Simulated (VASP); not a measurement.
**Zn6S7 (a cell with a defect): relaxation of the atoms with PBE**

System: Zn6S7 (a cell with a defect).

```
CELL_PARAMETERS angstrom
0.00000 0.00000 6.30464
-5.76610 3.32906 0.00000
0.00000 -6.65812 0.00000
ATOMIC_POSITIONS crystal
Zn 0.00027 0.33333 0.33333
Zn 0.00027 0.66667 0.00000
Zn 0.00027 0.00000 0.66667
Zn 0.50027 0.00000 0.33333
Zn 0.50027 0.33333 0.00000
Zn 0.50027 0.66667 0.66667
S 0.37473 0.33333 0.33333
S 0.37473 0.66667 0.00000
S 0.37473 0.00000 0.66667
S 0.87473 0.00000 0.33333
S 0.87473 0.33333 0.00000
S 0.87473 0.66667 0.66667
S 0.19588 0.99121 0.00473
```

This cell differs from its parent crystal: with an interstitial atom.

| Item | Value |
| --- | --- |
| Program | VASP 6.6.1 |
| Task | relaxation of the atoms |
| Functional | PBE |
| Potentials or basis | VASP PAW PBE potentials, release 64 (Zn, S) |
| Cutoff | 520 eV |
| k mesh | 2 × 2 × 2 |
| Occupations | gaussian, width 0.02 eV |
| Spin | no spin polarisation |
| Dipole correction | no |
| Further INCAR settings | ALGO = Normal; EDIFF = 1e-07; IBRION = 2; EDIFFG = -0.02; NSW = 80 |

```yaml
Energy_gained_by_relaxing: 51.8 meV/atom
Ionic_steps: 14
Pressure_after_relaxing: 5.8 GPa
Largest_force_after_relaxing: 0.010 eV/Å
Band_gap_on_the_k_mesh: zero (bands 57 and 58 overlap by 0.57 eV)
```

Forces in eV/Å, atoms in the order of the input:
```
Zn  -0.005 -0.003  0.003
Zn   0.003 -0.001  0.010
Zn   0.000  0.006  0.001
Zn   0.001  0.004 -0.001
Zn   0.002 -0.001 -0.002
Zn  -0.003 -0.002 -0.002
S   -0.004 -0.007 -0.001
S    0.007 -0.005  0.002
S    0.003  0.005 -0.005
S    0.000  0.010  0.000
S    0.007 -0.004 -0.005
S   -0.008 -0.004 -0.002
S   -0.003  0.003  0.000
```

Stress tensor (GPa, compression positive):
```
 5.79  0.04 -0.04
 0.04  5.91  0.05
-0.04  0.05  5.61
```

The path:
```csv
step,energy change (eV),largest force (eV/Å),pressure (GPa)
1,0.0000,1.8185,6.80
2,-0.4340,0.6085,6.21
3,-0.4831,0.6282,6.19
4,-0.5550,0.4194,6.09
5,-0.6301,0.3069,5.98
6,-0.6644,0.1024,5.91
7,-0.6654,0.1401,5.90
8,-0.6698,0.0951,5.86
9,-0.6710,0.0699,5.83
10,-0.6719,0.0490,5.82
11,-0.6721,0.0452,5.82
12,-0.6727,0.0220,5.79
13,-0.6728,0.0221,5.78
14,-0.6730,0.0105,5.77
```

Final structure:
```cif
data_structure
_symmetry_space_group_name_H-M 'P 1'
_symmetry_Int_Tables_number 1
_cell_length_a 6.3046
_cell_length_b 6.6581
_cell_length_c 6.6581
_cell_angle_alpha 120.000
_cell_angle_beta 90.000
_cell_angle_gamma 90.000
_cell_volume 242.04
loop_
_atom_site_label
_atom_site_type_symbol
_atom_site_fract_x
_atom_site_fract_y
_atom_site_fract_z
_atom_site_occupancy
Zn1 Zn 0.99867 0.32375 0.32602 1
Zn2 Zn 0.99722 0.67400 0.00082 1
Zn3 Zn 0.99924 0.99855 0.67521 1
Zn4 Zn 0.50334 0.00026 0.31664 1
Zn5 Zn 0.50379 0.31589 0.99987 1
Zn6 Zn 0.50349 0.68386 0.68348 1
S1 S 0.38961 0.35675 0.35653 1
S2 S 0.39017 0.64333 0.99994 1
S3 S 0.38937 0.00015 0.64339 1
S4 S 0.86595 0.99914 0.35291 1
S5 S 0.86681 0.35004 0.00054 1
S6 S 0.86624 0.64719 0.64859 1
S7 S 0.17198 0.99830 0.00078 1
```

Levels at points of the mesh, in eV from the Fermi level:
```tsv
k point	band 54	band 55	band 56	band 57	band 58	band 59	band 60	band 61
(0.00, 0.00, 0.00)	-0.96	-0.96	-0.06	0.07	0.09	1.46	3.14	3.49
(0.50, 0.00, 0.00)	-1.34	-1.34	-0.80	-0.77	-0.50	2.71	3.11	3.21
(0.00, 0.50, 0.00)	-1.71	-1.64	-0.61	-0.15	0.04	2.51	3.24	3.48
(0.00, 0.00, 0.50)	-1.70	-1.64	-0.62	-0.16	0.06	2.50	3.25	3.48
(0.00, 0.50, 0.50)	-1.71	-1.64	-0.61	-0.15	0.05	2.50	3.24	3.48
(0.50, 0.50, 0.00)	-2.15	-1.94	-0.76	-0.04	0.47	2.67	3.09	3.14
(0.50, 0.00, 0.50)	-2.15	-1.95	-0.74	-0.04	0.46	2.68	3.10	3.15
(0.50, 0.50, 0.50)	-2.15	-1.94	-0.76	-0.04	0.47	2.67	3.10	3.14
```

It took 29 min on 1 thread of Intel(R) Xeon(R) Platinum 8488C (Sapphire Rapids) (shared host), peak memory 0.38 GiB.

Caveat: the k points lie up to 0.54 Å⁻¹ apart, too coarse for converged energies and pressures of a metal; the cell differs from its parent crystal (with an interstitial atom).
